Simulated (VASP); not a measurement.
# LiAl16 in VASP: notebook, part 2 of 2

VASP 6.6.1. Earlier steps stand in the parts before.

## 4. Single point, PBE

The input, INCAR:

```
SYSTEM = LiAl16
  PREC = Accurate
  ENCUT = 520
  EDIFF = 1E-7
  ISMEAR = 0
  SIGMA = 0.05
  LREAL = Auto
  LASPH = .TRUE.
  NELM = 100
  ALGO = Normal
  ISIF = 2
  LWAVE = .FALSE.
  LCHARG = .TRUE.
  GGA = PE
  LELF = .TRUE.
  LVHAR = .TRUE.
  NBANDS = 40
```

The input, KPOINTS:

```
regular mesh
0
G
  3 4 1
  0 0 0
```

The input, POSCAR:

```
LiAl16
1.0
    8.1000000000      0.0000000000      0.0000000000
    0.0000000000      5.7275650000      0.0000000000
    0.0000000000      0.0000000000     16.2956740000
Al Li
16 1
Direct
    0.2500000000      0.2499999564      0.0613659797
    0.7500000000      0.2499999564      0.0613659797
    0.2500000000      0.7500000436      0.0613659797
    0.7500000000      0.7500000436      0.0613659797
    0.0027918519     -0.0005367028      0.1433433806
    0.5019350617     -0.0005855892      0.1432554431
    0.0027914815      0.5005373138      0.1433435647
    0.5019355556      0.5005858511      0.1432553204
    0.2570879012      0.2500003055      0.2331424892
    0.7566607407      0.2500003055      0.2383726503
    0.2572265432      0.7499991707      0.2353867658
    0.7566195062      0.7500009166      0.2387651471
    0.0112262963     -0.0023641809      0.3196986513
    0.5063293827     -0.0027311781      0.3199806894
    0.0112253086      0.5023649666      0.3196986513
    0.5063303704      0.5027316146      0.3199803212
    0.2586624691      0.2500064163      0.4060371483
```

Potentials or basis: VASP PAW PBE potentials, release 64 (Al, Li_sv).

Run with:

```
$ cat potpaw_PBE.64/Al/POTCAR potpaw_PBE.64/Li_sv/POTCAR > POTCAR
$ mpirun -np 1 vasp_std > vasp.out
```

OUTCAR:

```text
SYSTEM = LiAl16
   PREC = Accurate
   ENCUT = 520
   EDIFF = 1E-7
   ISMEAR = 0
   LREAL = Auto
   LASPH = .TRUE.
   NELM = 100
   ISIF = 2
   GGA = PE

 ion  position               nearest neighbor table
   1  0.250  0.250  0.061-   9 2.80   5 2.80   7 2.80   6 2.83   8 2.83   3 2.86   3 2.86
   2  0.750  0.250  0.061-   8 2.81   6 2.81   5 2.83   7 2.83   4 2.86   4 2.86  10 2.88
   3  0.250  0.750  0.061-   5 2.80   7 2.80   6 2.83   8 2.83  11 2.84   1 2.86   1 2.86
   4  0.750  0.750  0.061-   8 2.80   6 2.80   7 2.83   5 2.83   2 2.86   2 2.86  12 2.89
   5  0.003  0.999  0.143-   3 2.80   1 2.80   4 2.83   2 2.83   7 2.86   7 2.87  13 2.87  10 2.90
                            12 2.90   9 2.91  11 2.92
   6  0.502  0.999  0.143-   4 2.80   2 2.81   3 2.83   1 2.83   9 2.85   8 2.86  11 2.87   8 2.87
                            14 2.88  12 2.95  10 2.95
   7  0.003  0.501  0.143-   3 2.80   1 2.80   4 2.83   2 2.83   5 2.86   5 2.87  15 2.87  10 2.90
                            12 2.90   9 2.91  11 2.92
   8  0.502  0.501  0.143-   4 2.80   2 2.81   3 2.83   1 2.83   9 2.85   6 2.86  11 2.87   6 2.87
                            16 2.88  12 2.95  10 2.95
   9  0.257  0.250  0.233-   1 2.80  17 2.82  13 2.84  15 2.84   6 2.85   8 2.85  14 2.86  16 2.86
                            11 2.86  11 2.86   5 2.91   7 2.91
  10  0.757  0.250  0.238-  16 2.82  14 2.82  15 2.85  13 2.85  12 2.86  12 2.86   2 2.88   7 2.90
                             5 2.90   8 2.95   6 2.95
  11  0.257  0.750  0.235-  15 2.81  13 2.81  16 2.82  14 2.82   3 2.84   9 2.86   9 2.86   8 2.87
                             6 2.87   7 2.92   5 2.92
  12  0.757  0.750  0.239-  16 2.80  14 2.80  15 2.83  13 2.83  10 2.86  10 2.86   4 2.89   7 2.90
                             5 2.90   6 2.95   8 2.95
  13  0.011  0.998  0.320-  11 2.81  12 2.83   9 2.84  15 2.84  17 2.84  10 2.85   5 2.87  15 2.89

  14  0.506  0.997  0.320-  12 2.80  10 2.82  11 2.82  16 2.83  17 2.84   9 2.86   6 2.88  16 2.90

  15  0.011  0.502  0.320-  11 2.81  12 2.83   9 2.84  13 2.84  17 2.84  10 2.85   7 2.87  13 2.89

  16  0.506  0.503  0.320-  12 2.80  10 2.82  11 2.82  14 2.83  17 2.84   9 2.86   8 2.88  14 2.90

  17  0.259  0.250  0.406-   9 2.82  15 2.84  13 2.84  16 2.84  14 2.84

  LATTYP: Found a simple orthorhombic cell.
 ALAT       =     5.7275650000
 B/A-ratio  =     1.4142135445
 C/A-ratio  =     2.8451312207

  Lattice vectors:

 A1 = (   0.0000000000,  -5.7275650000,   0.0000000000)
 A2 = (   8.1000000000,   0.0000000000,   0.0000000000)
 A3 = (   0.0000000000,   0.0000000000,  16.2956740000)

Analysis of symmetry for initial positions (statically):
=====================================================================
 Subroutine PRICEL returns:
 Original cell was already a primitive cell.

 Routine SETGRP: Setting up the symmetry group for a
 simple orthorhombic supercell.

 Subroutine GETGRP returns: Found  1 space group operations
 (whereof  1 operations were pure point group operations)
 out of a pool of  8 trial point group operations.

The static configuration has the point symmetry C_1 .

Analysis of symmetry for dynamics (positions and initial velocities):
=====================================================================
 Subroutine PRICEL returns:
 Original cell was already a primitive cell.

 Routine SETGRP: Setting up the symmetry group for a
 simple orthorhombic supercell.

 Subroutine GETGRP returns: Found  1 space group operations
 (whereof  1 operations were pure point group operations)
 out of a pool of  8 trial point group operations.

[... 95 lines left out ...]
   number of dos      NEDOS =    301   number of ions     NIONS =     17
   total plane-waves  NPLWV = 362880
   dimension x,y,z NGX =    60 NGY =   48 NGZ =  126
   dimension x,y,z NGXF=   120 NGYF=   96 NGZF=  252
   ions per type =              16   1
   NGX,Y,Z   is equivalent  to a cutoff of  12.31, 13.93, 12.85 a.u.
   NGXF,Y,Z  is equivalent  to a cutoff of  24.63, 27.86, 25.71 a.u.
 SYSTEM =  LiAl16
   PREC   = accura    normal or accurate (medium, high low for compatibility)
   ISTART =      0    job   : 0-new  1-cont  2-samecut
   ICHARG =      2    charge: 1-file 2-atom 10-const
   ISPIN  =      1    spin polarized calculation?
   LNONCOLLINEAR =      F non collinear calculations
   LSORBIT =      F    spin-orbit coupling
   LASPH  =      T    aspherical Exc in radial PAW
   ENCUT  =  520.0 eV  38.22 Ry    6.18 a.u.  15.06 10.65 30.30*2*pi/ulx,y,z
   NELM   =    100;   NELMIN=  2; NELMDL= -5     # of ELM steps
   EDIFF  = 0.1E-06   stopping-criterion for ELM
   LREAL  =      T    real-space projection
   EDIFFG = 0.1E-05   stopping-criterion for IOM
   NSW    =      0    number of steps for IOM
   IBRION =     -1    ionic relax: 0-MD 1-quasi-New 2-CG
   NFREE  =      0    steps in history (QN), initial steepest desc. (CG)
   ISIF   =      2    stress and relaxation
   ISYM   =      2    0-nonsym 1-usesym 2-fastsym
   POTIM  = 0.5000    time-step for ionic-motion
   TEBEG  =    0.0;   TEEND  =   0.0 temperature during run
   PSTRESS=    0.0 pullay stress
   NELECT =      51.0000    total number of electrons
   NUPDOWN=      -1.0000    fix difference up-down
   EMIN   =  10.00;   EMAX   =-10.00  energy-range for DOS
   EFERMI =   0.00;   METHOD = LEGACY
   ISMEAR =     0;   SIGMA  =   0.05  broadening in eV -4-tet -1-fermi 0-gaus
   EFERMI_NEDOS =   21; number of points for ismear=-14 and -15
   IALGO  =     38    algorithm
   IMIX   =      4    mixing-type and parameters
     AMIX     =   0.40;   BMIX     =  1.00
     AMIX_MAG =   1.60;   BMIX_MAG =  1.00
  volume/ion in A,a.u.               =      44.47       300.11
  Fermi-wavevector in a.u.,A,eV,Ry     =   0.666432  1.259374  6.042775  0.444131
  Thomas-Fermi vector in A             =   1.740731
   LORBIT       =      0    0 simple, 1 ext, 2 COOP (PROOUT), +10 PAW based schemes
   GGA     = PE    functional components
   LHFCALC =     F    Hartree Fock is set to
   AEXX    =    0.0000 exact exchange contribution
   IVDW    =     0    specifies the selected vdW correction
   LEPSILON=     F    determine dielectric tensor
   LRPA    =     F    only Hartree local field effects (RPA)
 non-spin polarized calculation
 Gauss-broadening in eV      SIGMA  =   0.05
  energy-cutoff  :      520.00
  volume of cell :      756.01
 maximum number of plane-waves:     20387
   NGX = 31   NGY = 21   NGZ = 61

 number of electron      50.9999995 magnetization

 Free energy of the ion-electron system (eV)
  ---------------------------------------------------
  ext. energy  EPLUGINS =         0.00000000
  ---------------------------------------------------
  free energy    TOTEN  =       -56.83458634 eV

  energy without entropy =      -56.82162988  energy(sigma->0) =      -56.82810811

 E-fermi :   0.5411     XC(G=0):  -4.9427

 val. band max:        0.5338735562   @ k =   0.3333   0.0000   0.0000
 cond. band min:       0.5498446130   @ k =   0.0000   0.2500   0.0000
 fundamental gap:      0.0159710568
 Fermi energy:         0.5411233005

 k-point     1 :       0.0000    0.0000    0.0000
  band No.  band energies     occupation
      1     -46.7507      2.00000
      2      -9.7006      2.00000
      3      -7.5032      2.00000
      4      -7.4779      2.00000
      5      -7.3278      2.00000
      6      -5.2951      2.00000
[... 269 lines left out ...]
     36       3.2083      0.00000
     37       3.2412      0.00000
 [bands above 37 left out]

------------------------ aborting loop because EDIFF is reached ----------------------------------------

  FORCE on cell =-STRESS in cart. coord.  units (eV):
  Direction    XX          YY          ZZ          XY          YZ          ZX
  --------------------------------------------------------------------------------------
  -------------------------------------------------------------------------------------
  Total       -7.9996397     -9.0699228     -0.0875798     -0.0000030     -0.0000423     -0.1182071
  in kB      -16.9532762    -19.2214789     -0.1856040     -0.0000063     -0.0000896     -0.2505109
  external PRESSURE =     -12.1201197 kB  Pullay stress =       0.0000000 kB

 VOLUME and BASIS-vectors are now :
 -----------------------------------------------------------------------------
  energy-cutoff  :      520.00
  volume of cell :      756.01
      direct lattice vectors                 reciprocal lattice vectors
     8.100000000  0.000000000  0.000000000     0.123456790  0.000000000  0.000000000
     0.000000000  5.727565000  0.000000000     0.000000000  0.174594265  0.000000000
     0.000000000  0.000000000 16.295674000     0.000000000  0.000000000  0.061365980

 POSITION                                       TOTAL-FORCE (eV/Angst)
 -----------------------------------------------------------------------------------
      2.02500      1.43189      1.00000         0.006182      0.000005     -0.104187
      6.07500      1.43189      1.00000         0.017342      0.000002      0.067460
      2.02500      4.29567      1.00000         0.010195     -0.000004     -0.060149
      6.07500      4.29567      1.00000         0.007095      0.000001      0.087471
      0.02261      5.72449      2.33588        -0.006410      0.004797      0.008351
      4.06567      5.72421      2.33444        -0.004546      0.003367      0.000142
[... 9 lines left out ...]
      4.10128      2.87943      5.21430        -0.001549      0.004087     -0.003456
      2.09517      1.43193      6.61665        -0.007159      0.000004     -0.007529
 -----------------------------------------------------------------------------------
    total drift:                               -0.009929      0.000012      0.011704

  FREE ENERGIE OF THE ION-ELECTRON SYSTEM (eV)
  ---------------------------------------------------
  free  energy   TOTEN  =       -56.8345863435 eV

  energy  without entropy=      -56.8216298843  energy(sigma->0) =      -56.82810811
```

It took 4.1 min on 1 thread of AMD EPYC 9R45 (Zen 5), shared host; peak memory 0.7 GiB.

What came out:

```
Free energy   : -56.8346 eV
Largest force : 0.104 eV/Å
```

Forces on the atoms (eV/Å):
```
Al   0.006  0.000 -0.104
Al   0.017  0.000  0.067
Al   0.010  0.000 -0.060
Al   0.007  0.000  0.087
Al  -0.006  0.005  0.008
Al  -0.005  0.003  0.000
Al  -0.006 -0.005  0.008
Al  -0.005 -0.003  0.000
Al  -0.011  0.000 -0.004
Al   0.010  0.000 -0.004
Al  -0.011  0.000  0.004
Al   0.005  0.000  0.011
Al  -0.001 -0.008  0.000
Al  -0.002 -0.004 -0.003
Al  -0.001  0.008  0.000
Al  -0.002  0.004 -0.003
Li  -0.007  0.000 -0.008
```

Caveat: the cutoff is under 1.25 times the usual one of these potentials, so pressure, stress and relaxed cells hold a basis-set (Pulay) error.
